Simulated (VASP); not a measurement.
# WC (P3m1) in VASP: a series of runs, part 2 of 2

VASP 6.6.1.

### Step 5. Single point, PBEsol (all W atoms moved +0.263 Å, as atom 1 along Cartesian [0 0 1])

Contents of INCAR:

```
SYSTEM = WC
ALGO = Normal
EDIFF = 1E-7
ENCUT = 520
GGA = PS
ISIF = 2
ISMEAR = 0
LASPH = .TRUE.
LCHARG = .TRUE.
LELF = .TRUE.
LREAL = .FALSE.
LVHAR = .TRUE.
LWAVE = .FALSE.
NBANDS = 16
NELM = 100
PREC = Accurate
SIGMA = 0.15
```

Contents of KPOINTS:

```
k-points
0
G
  6 6 6
  0 0 0
```

Contents of POSCAR:

```
WC
1.0
    2.9005014360      0.0000000000      0.0000000000
   -1.4502507180      2.5119079273      0.0000000000
    0.0000000000      0.0000000000      2.8290000000
W C
1 1
Direct
    0.0000000000      0.0000000000      0.0927889714
    0.6666666667      0.3333333333      0.5000000000
```

Potentials or basis: VASP PAW PBE potentials, release 64 (W_sv, C).

On the command line:

```sh
$ cat potpaw_PBE.64/W_sv/POTCAR potpaw_PBE.64/C/POTCAR > POTCAR
$ mpirun -np 1 vasp_std > vasp.out
```

OUTCAR:

```text
SYSTEM = WC
   EDIFF = 1E-7
   ENCUT = 520
   GGA = PS
   ISIF = 2
   ISMEAR = 0
   LASPH = .TRUE.
   LREAL = .FALSE.
   NELM = 100
   PREC = Accurate

 ion  position               nearest neighbor table
   1  0.000  0.000  0.093-   2 2.03   2 2.03   2 2.03   2 2.37   2 2.37   2 2.37
   2  0.667  0.333  0.500-   1 2.03   1 2.03   1 2.03   1 2.37   1 2.37   1 2.37

  LATTYP: Found a hexagonal cell.
 ALAT       =     2.9005014360
 C/A-ratio  =     0.9753485949

  Lattice vectors:

 A1 = (   2.9005014360,   0.0000000000,   0.0000000000)
 A2 = (  -1.4502507180,   2.5119079273,   0.0000000000)
 A3 = (   0.0000000000,   0.0000000000,   2.8290000000)

Analysis of symmetry for initial positions (statically):
=====================================================================
 Subroutine PRICEL returns:
 Original cell was already a primitive cell.

 Routine SETGRP: Setting up the symmetry group for a
 hexagonal supercell.

 Subroutine GETGRP returns: Found  6 space group operations
 (whereof  6 operations were pure point group operations)
 out of a pool of 24 trial point group operations.

The static configuration has the point symmetry C_3v.

Analysis of symmetry for dynamics (positions and initial velocities):
[... 157 lines left out ...]

  energy without entropy =      -23.36768990  energy(sigma->0) =      -23.37068039

 E-fermi :  11.2396     XC(G=0): -13.9232

 val. band max:       11.1682035794   @ k =   0.0000   0.0000   0.3333
 cond. band min:      11.2860020005   @ k =   0.1667  -0.0000   0.5000
 fundamental gap:      0.1177984211
 Fermi energy:        11.2396351618

 k-point     1 :       0.0000    0.0000    0.0000
  band No.  band energies     occupation
      1     -62.7702      2.00000
      2     -26.7734      2.00000
      3     -26.7098      2.00000
      4     -26.7098      2.00000
      5      -3.4238      2.00000
      6       5.9581      2.00000
[... 433 lines left out ...]
      3     -27.1452      2.00000
      4     -26.8224      2.00000
      5      -0.3423      2.00000
      6       4.8227      2.00000
[... 8 lines left out ...]
     15      24.9320      0.00000
     16      27.6771      0.00000

 [... further k-points ...]
[... 5 lines left out ...]
  --------------------------------------------------------------------------------------
  -------------------------------------------------------------------------------------
  Total        1.9325627      1.9325627      2.3370763      0.0000000      0.0000000      0.0000000
  in kB      150.2223068    150.2223068    181.6660326      0.0000000      0.0000000      0.0000000
  external PRESSURE =     160.7035487 kB  Pullay stress =       0.0000000 kB

 VOLUME and BASIS-vectors are now :
 -----------------------------------------------------------------------------
  energy-cutoff  :      520.00
  volume of cell :       20.61
      direct lattice vectors                 reciprocal lattice vectors
     2.900501436  0.000000000  0.000000000     0.344767973  0.199051882  0.000000000
    -1.450250718  2.511907927  0.000000000     0.000000000  0.398103764  0.000000000
     0.000000000  0.000000000  2.829000000     0.000000000  0.000000000  0.353481796

 POSITION                                       TOTAL-FORCE (eV/Angst)
 -----------------------------------------------------------------------------------
      0.00000      0.00000      0.26250         0.000000      0.000000     -4.321535
      1.45025      0.83730      1.41450        -0.000000      0.000000      4.321535
 -----------------------------------------------------------------------------------
    total drift:                               -0.000000     -0.000000      0.000008

  FREE ENERGIE OF THE ION-ELECTRON SYSTEM (eV)
  ---------------------------------------------------
  free  energy   TOTEN  =       -23.3736708858 eV

  energy  without entropy=      -23.3676899023  energy(sigma->0) =      -23.37068039
```

OSZICAR:

```text
N       E                     dE             d eps       ncg     rms          rms(c)
DAV:   1     0.111413036402E+03    0.11141E+03   -0.97647E+03  1088   0.127E+03
DAV:   2    -0.231329052363E+02   -0.13455E+03   -0.12961E+03  1328   0.345E+02
DAV:   3    -0.262902542454E+02   -0.31573E+01   -0.31494E+01  1168   0.505E+01
DAV:   4    -0.263056985433E+02   -0.15444E-01   -0.15444E-01  1416   0.403E+00
DAV:   5    -0.263058256127E+02   -0.12707E-03   -0.12707E-03  1216   0.333E-01    0.357E+01
DAV:   6    -0.234769681218E+02    0.28289E+01   -0.52568E+00  1288   0.253E+01    0.104E+01
DAV:   7    -0.234060074055E+02    0.70961E-01   -0.38581E-01  1096   0.505E+00    0.688E+00
DAV:   8    -0.233748025308E+02    0.31205E-01   -0.55984E-02  1216   0.194E+00    0.648E-01
DAV:   9    -0.233737929344E+02    0.10096E-02   -0.28971E-03  1168   0.401E-01    0.123E-01
DAV:  10    -0.233736710704E+02    0.12186E-03   -0.32247E-04  1280   0.205E-01    0.286E-02
DAV:  11    -0.233736710116E+02    0.58782E-07   -0.13144E-05  1216   0.371E-02    0.103E-02
DAV:  12    -0.233736709356E+02    0.76022E-07   -0.12647E-06  1184   0.111E-02    0.219E-03
DAV:  13    -0.233736708858E+02    0.49779E-07   -0.64346E-08   760   0.276E-03
   1 F= -.23373671E+02 E0= -.23370680E+02  d E =-.598098E-02
```

Run time: 17 s. Hardware: 1 thread of Intel Xeon Platinum 8488C (Sapphire Rapids), shared host; peak memory 0.14 GiB.

Results:

```yaml
Free_energy: -23.3737 eV
Pressure: 16.1 GPa
Largest_force: 4.322 eV/Å
Band_gap_on_the_k_mesh: zero (band 9 reaches 12.33 eV, above the bottom of band 10 at 10.74 eV)
```

Forces in eV/Å, atoms in the order of the input:
```
W    0.000  0.000 -4.322
C    0.000  0.000  4.322
```

Stress tensor (GPa, compression positive):
```
15.02  0.00  0.00
 0.00 15.02  0.00
 0.00  0.00 18.17
```

Levels at points of the mesh, in eV from the Fermi level:
```csv
k point,band 6,band 7,band 8,band 9,band 10,band 11,band 12,band 13
"(0.00, 0.00, 0.00)",-5.28,-4.01,-4.01,1.10,2.74,2.74,6.19,6.41
"(0.50, 0.00, 0.00)",-7.23,-4.26,-2.96,-1.40,2.90,4.45,4.46,5.09
"(0.00, 0.00, 0.50)",-8.61,-3.04,-3.04,-0.50,-0.50,4.07,4.94,4.94
"(0.50, 0.00, 0.50)",-7.08,-4.64,-4.10,0.17,4.12,5.20,6.25,8.91
```

Caveat: the k points lie up to 0.42 Å⁻¹ apart; the cell differs from its parent crystal (all W atoms moved +0.263 Å, as atom 1 along Cartesian [0 0 1]); the PAW data sets were made with another functional, which shifts forces and pressure a little; spin-orbit coupling is left out, which moves the levels of the heavy elements.

### Step 6. Single point, PBEsol (all W atoms moved +0.188 Å, as atom 1 along Cartesian [0 0 1])

Contents of INCAR:

```
  PREC = Accurate
  ENCUT = 520
  EDIFF = 1E-7
  ISMEAR = 0
  SIGMA = 0.15
  LREAL = False
  LASPH = True
  NELM = 100
  ALGO = Normal
  ISIF = 2
  LWAVE = False
  LCHARG = False
  GGA = PS
  NBANDS = 16
```

Contents of KPOINTS:

```
regular mesh
0
Gamma
  6 6 6
```

POSCAR: that of step 5 with these lines changed.

```diff
@@ -8,3 +8,3 @@
 Direct
-    0.0000000000      0.0000000000      0.0927889714
+    0.0000000000      0.0000000000      0.0662778367
     0.6666666667      0.3333333333      0.5000000000
```

Potentials or basis: VASP PAW PBE potentials, release 64 (W_sv, C).

On the command line:

```sh
$ cat potpaw_PBE.64/W_sv/POTCAR potpaw_PBE.64/C/POTCAR > POTCAR
$ mpirun -np 1 vasp_std > vasp.out
```

OUTCAR:

```text
PREC = Accurate
   ENCUT = 520
   EDIFF = 1E-7
   ISMEAR = 0
   LREAL = False
   LASPH = True
   NELM = 100
   ISIF = 2
   GGA = PS

 ion  position               nearest neighbor table
   1  0.000  0.000  0.066-   2 2.08   2 2.08   2 2.08   2 2.32   2 2.32   2 2.32
   2  0.667  0.333  0.500-   1 2.08   1 2.08   1 2.08   1 2.32   1 2.32   1 2.32

  LATTYP: Found a hexagonal cell.
 ALAT       =     2.9005014360
 C/A-ratio  =     0.9753485949

  Lattice vectors:

 A1 = (   2.9005014360,   0.0000000000,   0.0000000000)
 A2 = (  -1.4502507180,   2.5119079273,   0.0000000000)
 A3 = (   0.0000000000,   0.0000000000,   2.8290000000)

Analysis of symmetry for initial positions (statically):
=====================================================================
 Subroutine PRICEL returns:
 Original cell was already a primitive cell.

 Routine SETGRP: Setting up the symmetry group for a
 hexagonal supercell.

 Subroutine GETGRP returns: Found  6 space group operations
 (whereof  6 operations were pure point group operations)
 out of a pool of 24 trial point group operations.

The static configuration has the point symmetry C_3v.

Analysis of symmetry for dynamics (positions and initial velocities):
=====================================================================
 Subroutine PRICEL returns:
 Original cell was already a primitive cell.

 Routine SETGRP: Setting up the symmetry group for a
 hexagonal supercell.

 Subroutine GETGRP returns: Found  6 space group operations
 (whereof  6 operations were pure point group operations)
 out of a pool of 24 trial point group operations.

The dynamic configuration has the point symmetry C_3v.

 Subroutine INISYM returns: Found  6 space group operations
 (whereof  6 operations are pure point group operations),
[... 104 lines left out ...]
   POTIM  = 0.5000    time-step for ionic-motion
   TEBEG  =    0.0;   TEEND  =   0.0 temperature during run
   PSTRESS=    0.0 pullay stress
   NELECT =      18.0000    total number of electrons
   NUPDOWN=      -1.0000    fix difference up-down
   EMIN   =  10.00;   EMAX   =-10.00  energy-range for DOS
   EFERMI =   0.00;   METHOD = LEGACY
   ISMEAR =     0;   SIGMA  =   0.15  broadening in eV -4-tet -1-fermi 0-gaus
   EFERMI_NEDOS =   21; number of points for ismear=-14 and -15
   IALGO  =     38    algorithm
   IMIX   =      4    mixing-type and parameters
     AMIX     =   0.40;   BMIX     =  1.00
     AMIX_MAG =   1.60;   BMIX_MAG =  1.00
  volume/ion in A,a.u.               =      10.31        69.55
  Fermi-wavevector in a.u.,A,eV,Ry     =   1.564813  2.957068 33.315762  2.448639
  Thomas-Fermi vector in A             =   2.667381
   LORBIT       =      0    0 simple, 1 ext, 2 COOP (PROOUT), +10 PAW based schemes
   GGA     = PS    functional components
   LHFCALC =     F    Hartree Fock is set to
   AEXX    =    0.0000 exact exchange contribution
   IVDW    =     0    specifies the selected vdW correction
   LEPSILON=     F    determine dielectric tensor
   LRPA    =     F    only Hartree local field effects (RPA)
 non-spin polarized calculation
 Gauss-broadening in eV      SIGMA  =   0.15
  energy-cutoff  :      520.00
  volume of cell :       20.61
 maximum number of plane-waves:       580
 NGX is ok and might be reduce to    24
   NGX = 11   NGY = 11   NGZ = 11

 number of electron      18.0000000 magnetization

 Free energy of the ion-electron system (eV)
  ---------------------------------------------------
  ext. energy  EPLUGINS =         0.00000000
  ---------------------------------------------------
  free energy    TOTEN  =       -23.64267452 eV

  energy without entropy =      -23.63792004  energy(sigma->0) =      -23.64029728

 E-fermi :  11.2341     XC(G=0): -13.9428

 val. band max:       11.0687860684   @ k =   0.0000   0.0000   0.3333
 cond. band min:      11.2993240173   @ k =   0.0000   0.1667   0.3333
 fundamental gap:      0.2305379489
 Fermi energy:        11.2340630505

 k-point     1 :       0.0000    0.0000    0.0000
  band No.  band energies     occupation
      1     -62.8160      2.00000
      2     -26.8125      2.00000
      3     -26.7285      2.00000
      4     -26.7285      2.00000
      5      -3.4373      2.00000
      6       6.2647      2.00000
[... 433 lines left out ...]
      3     -27.1567      2.00000
      4     -26.8378      2.00000
      5      -0.3229      2.00000
      6       4.9118      2.00000
[... 8 lines left out ...]
     15      25.0295      0.00000
     16      27.6280      0.00000

 [... further k-points ...]
[... 5 lines left out ...]
  --------------------------------------------------------------------------------------
  -------------------------------------------------------------------------------------
  Total        1.0033897      1.0033897      1.2667716      0.0000000      0.0000000      0.0000000
  in kB       77.9956684     77.9956684     98.4689165      0.0000000      0.0000000      0.0000000
  external PRESSURE =      84.8200844 kB  Pullay stress =       0.0000000 kB

 VOLUME and BASIS-vectors are now :
 -----------------------------------------------------------------------------
  energy-cutoff  :      520.00
  volume of cell :       20.61
      direct lattice vectors                 reciprocal lattice vectors
     2.900501436  0.000000000  0.000000000     0.344767973  0.199051882  0.000000000
    -1.450250718  2.511907927  0.000000000     0.000000000  0.398103764  0.000000000
     0.000000000  0.000000000  2.829000000     0.000000000  0.000000000  0.353481796

 POSITION                                       TOTAL-FORCE (eV/Angst)
 -----------------------------------------------------------------------------------
      0.00000      0.00000      0.18750        -0.000000      0.000000     -2.868698
      1.45025      0.83730      1.41450         0.000000     -0.000000      2.868698
 -----------------------------------------------------------------------------------
    total drift:                               -0.000000     -0.000000     -0.000038

  FREE ENERGIE OF THE ION-ELECTRON SYSTEM (eV)
  ---------------------------------------------------
  free  energy   TOTEN  =       -23.6426745156 eV

  energy  without entropy=      -23.6379200406  energy(sigma->0) =      -23.64029728
```

stdout:

```text
POSCAR found type information on POSCAR W C
 POSCAR found :  2 types and       2 ions
 scaLAPACK will be used
 -----------------------------------------------------------------------------
|                                                                             |
|                                                                             |
|     You enforced a specific xc type in the INCAR file but a different       |
|     I HOPE YOU KNOW WHAT YOU ARE DOING!                                     |
|                                                                             |
 -----------------------------------------------------------------------------

 LDA part: xc-table for (Slater+PW92), standard interpolation
 POSCAR, INCAR and KPOINTS ok, starting setup
 FFT: planning ... GRIDC
 FFT: planning ... GRID_SOFT
 FFT: planning ... GRID
 WAVECAR not read
 entering main loop
```

Run time: 19 s. Hardware: 1 thread of Intel Xeon Platinum 8488C (Sapphire Rapids), shared host; peak memory 0.15 GiB.

What came out:

```yaml
Free_energy: -23.6427 eV
Pressure: 8.5 GPa
Largest_force: 2.869 eV/Å
Band_gap_on_the_k_mesh: zero (band 9 reaches 11.81 eV, above the bottom of band 10 at 10.63 eV)
```

Forces in eV/Å, atoms in the order of the input:
```
W    0.000  0.000 -2.869
C    0.000  0.000  2.869
```

Stress tensor (GPa, compression positive):
```
7.80 0.00 0.00
0.00 7.80 0.00
0.00 0.00 9.85
```

Caveat: the k points lie up to 0.42 Å⁻¹ apart; the cell differs from its parent crystal (all W atoms moved +0.188 Å, as atom 1 along Cartesian [0 0 1]); the PAW data sets were made with another functional, which shifts forces and pressure a little; spin-orbit coupling is left out, which moves the levels of the heavy elements.
